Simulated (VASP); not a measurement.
# Au (P6_3/mmc) in VASP: a series of runs

Runs on Au. Level: PBEsol. Tasks: vibrations by perturbation theory, single point.

Everything below comes from runs of VASP 6.6.1. Logs are shortened: lines on timing, memory, paths and dates and some standing lists are left out, and cuts for length are marked.

## Step 1: The cell of the first run

It takes space group P6_3/mmc (No. 194, hexagonal). Conventional cell: a = 2.742 Å, b = 2.742 Å, c = 4.564 Å, α = 90.00°, β = 90.00°, γ = 120.00°. Within 3.6 Å of Au (site symmetry -6m2) lie 12 Au at 2.74 to 2.78 Å.

This isn't the form of Au at room conditions, which is fcc.

## Step 2: Vibrations by perturbation theory, PBEsol

Input file INCAR:

```
ALGO = Normal ; EDIFF = 1E-8
ENCUT = 500 ; GGA = PS
GGA_COMPAT = F ; IBRION = 8
ISIF = 2 ; ISMEAR = -1
LASPH = T ; LCHARG = F
LREAL = F ; LWAVE = F
NELM = 120 ; NSW = 1
PREC = Accurate ; SIGMA = 0.15
```

Input file KPOINTS:

```
k-points
0
Gamma
  18 18 10
```

Input file POSCAR:

```
Au
1.0
    2.7416053722      0.0000000000      0.0000000000
   -1.3708026861      2.3742998995      0.0000000000
    0.0000000000      0.0000000000      4.5642323777
Au
2
Direct
    0.3333333333      0.6666666667      0.7500000000
    0.6666666667      0.3333333333      0.2500000000
```

Potentials or basis: VASP PAW PBE potentials, release 64 (Au).

Started as:

```
$ cat potpaw_PBE.64/Au/POTCAR > POTCAR
$ mpirun -np 1 vasp_std > vasp.out
```

OUTCAR:

```text
EDIFF = 1E-8
   ENCUT = 500
   GGA = PS
   IBRION = 8
   ISIF = 2
   ISMEAR = -1
   LASPH = T
   LREAL = F
   NELM = 120
   NSW = 1
   PREC = Accurate

 ion  position               nearest neighbor table
   1  0.333  0.667  0.750-   2 2.78   2 2.78   2 2.78   2 2.78   2 2.78   2 2.78
   2  0.667  0.333  0.250-   1 2.78   1 2.78   1 2.78   1 2.78   1 2.78   1 2.78

  LATTYP: Found a hexagonal cell.
 ALAT       =     2.7416053722
 C/A-ratio  =     1.6648028283

  Lattice vectors:

 A1 = (   2.7416053722,   0.0000000000,   0.0000000000)
 A2 = (  -1.3708026861,   2.3742998995,   0.0000000000)
 A3 = (   0.0000000000,   0.0000000000,   4.5642323777)

Analysis of symmetry for initial positions (statically):
=====================================================================
 Subroutine PRICEL returns:
 Original cell was already a primitive cell.

 Routine SETGRP: Setting up the symmetry group for a
 hexagonal supercell.

 Subroutine GETGRP returns: Found 24 space group operations
 (whereof 12 operations were pure point group operations)
 out of a pool of 24 trial point group operations.

The static configuration has the point symmetry D_3d.
 The point group associated with its full space group is D_6h.

Analysis of symmetry for dynamics (positions and initial velocities):
=====================================================================
 Subroutine PRICEL returns:
 Original cell was already a primitive cell.

 Routine SETGRP: Setting up the symmetry group for a
 hexagonal supercell.

 Subroutine GETGRP returns: Found 24 space group operations
 (whereof 12 operations were pure point group operations)
 out of a pool of 24 trial point group operations.

The dynamic configuration has the point symmetry D_3d.
 The point group associated with its full space group is D_6h.

 Subroutine INISYM returns: Found 24 space group operations
 (whereof 12 operations are pure point group operations),
 and found     1 'primitive' translations

----------------------------------------------------------------------------------------

                                     Primitive cell

  volume of cell :      29.7104

[... 596 lines left out ...]
     0.000000000  0.000000000  4.564232378     0.000000000  0.000000000  0.219094892

 POSITION                                       TOTAL-FORCE (eV/Angst)
 -----------------------------------------------------------------------------------
     -0.00000      1.58287      3.42317        -0.000000      0.000000      0.000000
      1.37080      0.79143      1.14106         0.000000      0.000000      0.000000
 -----------------------------------------------------------------------------------
    total drift:                                0.000000     -0.000000      0.000000

  FREE ENERGIE OF THE ION-ELECTRON SYSTEM (eV)
  ---------------------------------------------------
  free  energy   TOTEN  =        -7.4510311114 eV

  energy  without entropy=       -7.4086600110  energy(sigma->0) =       -7.42984556

[... ionic steps 2 to 3 ...]

--------------------------------------- Ionic step        4  -------------------------------------------

------------------------ aborting loop because EDIFF is reached ----------------------------------------

[... ionic steps 5 to 5 ...]

--------------------------------------- Ionic step        6  -------------------------------------------

 Free energy of the ion-electron system (eV)
  ---------------------------------------------------
  ---------------------------------------------------
  free energy    TOTEN  =        -0.31427386 eV

  energy without entropy =       -0.31427386

------------------------ aborting loop because EDIFF is reached ----------------------------------------

 INTERNAL STRAIN TENSOR  FOR ION    1  DIRECTION 3   (eV/Angst):
 -----------------------------------------------------------------------------
     0.01928  0.00000  0.00000
    -0.00000  0.01928  0.00000
     0.00000  0.00000 -0.02744

 INTERNAL STRAIN TENSOR FOR ION    2 for displacements in x,y,z  (eV/Angst):
          X           Y           Z          XY          YZ          ZX
  --------------------------------------------------------------------------------
  x     0.00000     0.00000     0.00000     1.93733     0.00000     0.00000
  y     1.93733    -1.93733    -0.00000     0.00000     0.00000     0.00000
  z    -0.00000    -0.00000     0.00000     0.00000    -0.00000     0.00000

 SECOND DERIVATIVES (NOT SYMMETRIZED)
 ------------------------------------
               1X          1Y          1Z          2X          2Y          2Z
  1X    -1.431071    0.000000    0.000000    1.431071    0.000000    0.000000
  1Y     0.000000   -1.431071    0.000000    0.000000    1.431071    0.000000
  1Z     0.000000    0.000000  -16.280210    0.000000    0.000000   16.280210
  2X     1.431071    0.000000    0.000000   -1.431071    0.000000    0.000000
  2Y     0.000000    1.431071    0.000000    0.000000   -1.431071    0.000000
  2Z     0.000000    0.000000   16.280210    0.000000    0.000000  -16.280210

 Eigenvectors and eigenvalues of the dynamical matrix
 ----------------------------------------------------

   1 f  =    6.356237 THz    39.937415 2PiTHz  212.021246 cm-1    26.287272 meV
             X         Y         Z           dx          dy          dz
     -0.000000  1.582867  3.423174     0.000000    0.000000   -0.707107
      1.370803  0.791433  1.141058     0.000000    0.000000    0.707107
[... 16 lines left out ...]
   5 f  =    0.000000 THz     0.000000 2PiTHz    0.000000 cm-1     0.000000 meV
             X         Y         Z           dx          dy          dz
     -0.000000  1.582867  3.423174     0.000000    0.000000    0.707107
      1.370803  0.791433  1.141058     0.000000    0.000000    0.707107

   6 f/i=    0.000000 THz     0.000000 2PiTHz    0.000000 cm-1     0.000000 meV
             X         Y         Z           dx          dy          dz
     -0.000000  1.582867  3.423174    -0.556286    0.436516    0.000000
      1.370803  0.791433  1.141058    -0.556286    0.436516    0.000000

--------------------------------------------------------------------------------------------------------

 ELASTIC MODULI CONTR FROM IONIC RELAXATION (kBar)
 Direction    XX          YY          ZZ          XY          YZ          ZX
 --------------------------------------------------------------------------------
 XX        -141.4321    141.4321      0.0000     -0.0000     -0.0000      0.0000
 YY         141.4321   -141.4321     -0.0000      0.0000      0.0000      0.0000
 ZZ           0.0000     -0.0000     -0.0000      0.0000      0.0000      0.0000
 XY          -0.0000      0.0000      0.0000   -141.4321     -0.0000      0.0000
 YZ          -0.0000      0.0000      0.0000     -0.0000     -0.0000      0.0000
 ZX           0.0000      0.0000      0.0000      0.0000      0.0000      0.0000
 --------------------------------------------------------------------------------
```

Wall time 19 min (1 thread of AMD EPYC 7R13, shared host); peak memory 0.79 GiB.

What came out:

```yaml
Highest_phonon_frequency_at_Γ: 212 cm⁻¹
```

Phonon frequencies in cm⁻¹ (negative: imaginary):
```tsv
q point	frequencies
(0.000, 0.000, 0.000)	0 0 0 63 63 212
```

Caveat: the cell stands under pressure or tension, which shifts response properties; the PAW data sets were made with another functional, which shifts forces and pressure a little; spin-orbit coupling is left out, which moves the levels of the heavy elements.

## Step 3: Vibrations by perturbation theory, PBEsol

This run uses another cell than the first one, of 15.69 Å³/atom.

Input file INCAR:

```
SYSTEM = Au
ALGO = Normal ; EDIFF = 1E-8
ENCUT = 500 ; GGA = PS
GGA_COMPAT = .False. ; IBRION = 8
ISIF = 2 ; ISMEAR = -1
LASPH = .True. ; LCHARG = .False.
LREAL = .False. ; LWAVE = .False.
NELM = 120 ; NSW = 1
PREC = Accurate ; SIGMA = 0.15
```

Input file KPOINTS:

```
k-points
0
Gamma
  18 18 10
  0 0 0
```

Input file POSCAR:

```
Au
1.0
    2.7903015770      0.0000000000      0.0000000000
   -1.3951507885      2.4164720499      0.0000000000
    0.0000000000      0.0000000000      4.6535797788
Au
2
Direct
    0.3333333333      0.6666666667      0.7500000000
    0.6666666667      0.3333333333      0.2500000000
```

Potentials or basis: VASP PAW PBE potentials, release 64 (Au).

Started as:

```
$ cat potpaw_PBE.64/Au/POTCAR > POTCAR
$ mpirun -np 1 vasp_std > vasp.out
```

OUTCAR:

```text
SYSTEM = Au
   EDIFF = 1E-8
   ENCUT = 500
   GGA = PS
   IBRION = 8
   ISIF = 2
   ISMEAR = -1
   LASPH = .True.
   LREAL = .False.
   NELM = 120
   NSW = 1
   PREC = Accurate

 ion  position               nearest neighbor table
   1  0.333  0.667  0.750-   2 2.83   2 2.83   2 2.83   2 2.83   2 2.83   2 2.83
   2  0.667  0.333  0.250-   1 2.83   1 2.83   1 2.83   1 2.83   1 2.83   1 2.83

  LATTYP: Found a hexagonal cell.
 ALAT       =     2.7903015770
 C/A-ratio  =     1.6677694688

  Lattice vectors:

 A1 = (   2.7903015770,   0.0000000000,   0.0000000000)
 A2 = (  -1.3951507885,   2.4164720499,   0.0000000000)
 A3 = (   0.0000000000,   0.0000000000,   4.6535797788)

Analysis of symmetry for initial positions (statically):
=====================================================================
 Subroutine PRICEL returns:
 Original cell was already a primitive cell.

 Routine SETGRP: Setting up the symmetry group for a
 hexagonal supercell.

 Subroutine GETGRP returns: Found 24 space group operations
 (whereof 12 operations were pure point group operations)
 out of a pool of 24 trial point group operations.

The static configuration has the point symmetry D_3d.
 The point group associated with its full space group is D_6h.

Analysis of symmetry for dynamics (positions and initial velocities):
=====================================================================
 Subroutine PRICEL returns:
 Original cell was already a primitive cell.

 Routine SETGRP: Setting up the symmetry group for a
 hexagonal supercell.

 Subroutine GETGRP returns: Found 24 space group operations
 (whereof 12 operations were pure point group operations)
 out of a pool of 24 trial point group operations.

The dynamic configuration has the point symmetry D_3d.
 The point group associated with its full space group is D_6h.

 Subroutine INISYM returns: Found 24 space group operations
 (whereof 12 operations are pure point group operations),
 and found     1 'primitive' translations

----------------------------------------------------------------------------------------

                                     Primitive cell

  volume of cell :      31.3776

  direct lattice vectors                    reciprocal lattice vectors
     2.790301577  0.000000000  0.000000000     0.358384201  0.206913215  0.000000000
    -1.395150789  2.416472050  0.000000000     0.000000000  0.413826429  0.000000000
     0.000000000  0.000000000  4.653579779     0.000000000  0.000000000  0.214888333

  length of vectors
     2.790301577  2.790301577  4.653579779     0.413826429  0.413826429  0.214888333

  position of ions in fractional coordinates (direct lattice)
     0.333333333  0.666666667  0.750000000
[... 555 lines left out ...]
      6       5.9528      2.00000
      7       6.2477      2.00000
      8       8.3871      2.00000
      9       8.6132      2.00000
     10       8.7271      2.00000
     11      10.6608      1.14228
     12      13.8185      0.00000
     13      16.3393      0.00000
     14      18.4474      0.00000
     15      18.9418      0.00000

 [... further k-points ...]
[... 5 lines left out ...]
  --------------------------------------------------------------------------------------
  -------------------------------------------------------------------------------------
  Total        3.4595165      3.4595165      3.4544390      0.0000000     -0.0000000      0.0000000
  in kB      176.6468513    176.6468513    176.3875877      0.0000000     -0.0000000      0.0000000
  external PRESSURE =     176.5604301 kB  Pullay stress =       0.0000000 kB

 VOLUME and BASIS-vectors are now :
 -----------------------------------------------------------------------------
  energy-cutoff  :      500.00
  volume of cell :       31.38
      direct lattice vectors                 reciprocal lattice vectors
     2.790301577  0.000000000  0.000000000     0.358384201  0.206913215  0.000000000
    -1.395150789  2.416472050  0.000000000     0.000000000  0.413826429  0.000000000
     0.000000000  0.000000000  4.653579779     0.000000000  0.000000000  0.214888333

 POSITION                                       TOTAL-FORCE (eV/Angst)
 -----------------------------------------------------------------------------------
     -0.00000      1.61098      3.49018         0.000000     -0.000000      0.000000
      1.39515      0.80549      1.16339        -0.000000      0.000000      0.000000
 -----------------------------------------------------------------------------------
    total drift:                                0.000000     -0.000000      0.000000

  FREE ENERGIE OF THE ION-ELECTRON SYSTEM (eV)
  ---------------------------------------------------
  free  energy   TOTEN  =        -7.7197787097 eV

  energy  without entropy=       -7.6751269964  energy(sigma->0) =       -7.69745285

[... ionic steps 2 to 3 ...]

--------------------------------------- Ionic step        4  -------------------------------------------

------------------------ aborting loop because EDIFF is reached ----------------------------------------

[... ionic steps 5 to 5 ...]

--------------------------------------- Ionic step        6  -------------------------------------------

 Free energy of the ion-electron system (eV)
  ---------------------------------------------------
  ---------------------------------------------------
  free energy    TOTEN  =        -0.31393729 eV

  energy without entropy =       -0.31393729

------------------------ aborting loop because EDIFF is reached ----------------------------------------

 INTERNAL STRAIN TENSOR  FOR ION    1  DIRECTION 3   (eV/Angst):
 -----------------------------------------------------------------------------
     0.01610  0.00000  0.00000
     0.00000  0.01610 -0.00000
     0.00000 -0.00000 -0.02185

 INTERNAL STRAIN TENSOR FOR ION    2 for displacements in x,y,z  (eV/Angst):
          X           Y           Z          XY          YZ          ZX
  --------------------------------------------------------------------------------
  x     0.00000     0.00000     0.00000     1.30064     0.00000     0.00000
  y     1.30064    -1.30064     0.00000    -0.00000     0.00000     0.00000
  z    -0.00000    -0.00000     0.00000     0.00000     0.00000     0.00000

 SECOND DERIVATIVES (NOT SYMMETRIZED)
 ------------------------------------
               1X          1Y          1Z          2X          2Y          2Z
  1X    -1.042507    0.000000    0.000000    1.042507    0.000000    0.000000
  1Y     0.000000   -1.042507    0.000000    0.000000    1.042507    0.000000
  1Z    -0.000000    0.000000  -12.370098    0.000000    0.000000   12.370098
  2X     1.042507    0.000000    0.000000   -1.042507    0.000000    0.000000
  2Y     0.000000    1.042507    0.000000    0.000000   -1.042507    0.000000
  2Z     0.000000    0.000000   12.370098   -0.000000    0.000000  -12.370098

 Eigenvectors and eigenvalues of the dynamical matrix
 ----------------------------------------------------

   1 f  =    5.540598 THz    34.812606 2PiTHz  184.814467 cm-1    22.914063 meV
             X         Y         Z           dx          dy          dz
     -0.000000  1.610981  3.490185    -0.000000    0.000000   -0.707107
      1.395151  0.805491  1.163395     0.000000    0.000000    0.707107
[... 11 lines left out ...]
   4 f  =    0.000000 THz     0.000000 2PiTHz    0.000000 cm-1     0.000000 meV
             X         Y         Z           dx          dy          dz
     -0.000000  1.610981  3.490185     0.000000    0.000000    0.707107
      1.395151  0.805491  1.163395    -0.000000    0.000000    0.707107

   5 f/i=    0.000000 THz     0.000000 2PiTHz    0.000000 cm-1     0.000000 meV
             X         Y         Z           dx          dy          dz
     -0.000000  1.610981  3.490185    -0.000000    0.707107    0.000000
      1.395151  0.805491  1.163395    -0.000000    0.707107    0.000000

   6 f/i=    0.000000 THz     0.000000 2PiTHz    0.000000 cm-1     0.000000 meV
             X         Y         Z           dx          dy          dz
     -0.000000  1.610981  3.490185    -0.707107   -0.000000   -0.000000
      1.395151  0.805491  1.163395    -0.707107   -0.000000    0.000000

--------------------------------------------------------------------------------------------------------

 ELASTIC MODULI CONTR FROM IONIC RELAXATION (kBar)
 Direction    XX          YY          ZZ          XY          YZ          ZX
 --------------------------------------------------------------------------------
 XX         -82.8561     82.8561     -0.0000     -0.0000      0.0000      0.0000
 YY          82.8561    -82.8561      0.0000      0.0000      0.0000      0.0000
 ZZ          -0.0000      0.0000     -0.0000     -0.0000      0.0000      0.0000
 XY          -0.0000      0.0000     -0.0000    -82.8561      0.0000      0.0000
 YZ           0.0000      0.0000      0.0000      0.0000      0.0000      0.0000
 ZX           0.0000      0.0000      0.0000      0.0000      0.0000      0.0000
 --------------------------------------------------------------------------------
```

OSZICAR:

```text
N       E                     dE             d eps       ncg     rms          rms(c)
DAV:   1     0.120428092892E+03    0.12043E+03   -0.11869E+04  6676   0.140E+03
DAV:   2    -0.690119096836E+01   -0.12733E+03   -0.12291E+03  7213   0.291E+02
DAV:   3    -0.839427725148E+01   -0.14931E+01   -0.14886E+01  8193   0.341E+01
DAV:   4    -0.839991823252E+01   -0.56410E-02   -0.56408E-02  7829   0.211E+00
[... 43 lines left out ...]
RMM:  10    -0.313937075657E+00   -0.25749E-06   -0.86092E-08 16696   0.718E-05    0.283E-05
RMM:  11    -0.313937314928E+00   -0.23927E-06   -0.17050E-08 16588   0.851E-05    0.309E-06
RMM:  12    -0.313937301597E+00    0.13330E-07   -0.12552E-07 16556   0.372E-05    0.114E-06
RMM:  13    -0.313937288992E+00    0.12606E-07    0.39338E-09 13333   0.252E-05    0.594E-07
RMM:  14    -0.313937286728E+00    0.22636E-08   -0.18692E-09 11735   0.240E-05    0.101E-07
 Linear response finished
```

Wall time 17 min (1 thread of AMD EPYC 7R13, shared host); peak memory 0.83 GiB.

Results:

```yaml
Highest_phonon_frequency_at_Γ: 185 cm⁻¹
```

Phonon frequencies in cm⁻¹ (negative: imaginary):
| q point | frequencies |
| --- | --- |
| (0.000, 0.000, 0.000) | 0 0 0 54 54 185 |

Caveat: the cell stands under pressure or tension, which shifts response properties; the PAW data sets were made with another functional, which shifts forces and pressure a little; spin-orbit coupling is left out, which moves the levels of the heavy elements.

## Step 4: Single point, PBEsol

This run uses another cell than the first one, of 17.03 Å³/atom.

Input file POSCAR:

```
Au
1.0
    2.8651900679      0.0000000000      0.0000000000
   -1.4325950339      2.4813273854      0.0000000000
    0.0000000000      0.0000000000      4.7905781656
Au
2
Direct
    0.3333333333      0.6666666667      0.7500000000
    0.6666666667      0.3333333333      0.2500000000
```

Input file INCAR.step1:

```
ALGO = Fast ; EDIFF = 1E-6
ENCUT = 520 ; GGA = PS
ISIF = 2 ; ISMEAR = 0
LASPH = T ; LCHARG = T
LMAXMIX = 4 ; LREAL = F
LWAVE = F ; NBANDS = 18
NELM = 100 ; PREC = Accurate
SIGMA = 0.1
```

Input file KPOINTS.step1:

```
k-points
0
Gamma
  18 18 10
```

Input file INCAR.step2:

```
ALGO = Fast ; EDIFF = 1E-6
ENCUT = 520 ; GGA = PS
ICHARG = 11 ; ISIF = 2
ISMEAR = -5 ; LASPH = T
LCHARG = F ; LMAXMIX = 4
LORBIT = 11 ; LREAL = F
LWAVE = F ; NBANDS = 18
NEDOS = 2001 ; NELM = 100
PREC = Accurate ; SIGMA = 0.1
```

Input file KPOINTS.step2:

```
k-points
0
Gamma
  27 27 15
```

Started as:

```
$ cat potpaw_PBE.64/Au/POTCAR > POTCAR
$ cp INCAR.step1 INCAR
$ cp KPOINTS.step1 KPOINTS
$ mpirun -np 1 vasp_std > vasp.out
$ cp INCAR.step2 INCAR
$ cp KPOINTS.step2 KPOINTS
$ mpirun -np 1 vasp_std > vasp.out
```

Wall time 2.4 min (1 thread of Intel Xeon Platinum 8488C (Sapphire Rapids), shared host); peak memory 0.41 GiB.

It converged, with:

```yaml
Valence_electrons_inside_the_program's_atomic_spheres: Au 9.64
```

Levels at points of the mesh, in eV from the Fermi level:
```tsv
k point	band 7	band 8	band 9	band 10	band 11	band 12	band 13	band 14	band 15	band 16
(0.00, 0.00, 0.00)	-4.24	-3.56	-3.56	-2.16	-2.16	-1.17	2.74	14.55	15.78	16.78
```

Caveat: the PAW data sets were made with another functional, which shifts forces and pressure a little; spin-orbit coupling is left out, which moves the levels of the heavy elements; tetrahedron occupations give inexact forces and stress in metals.

[end of part 1 of 2]
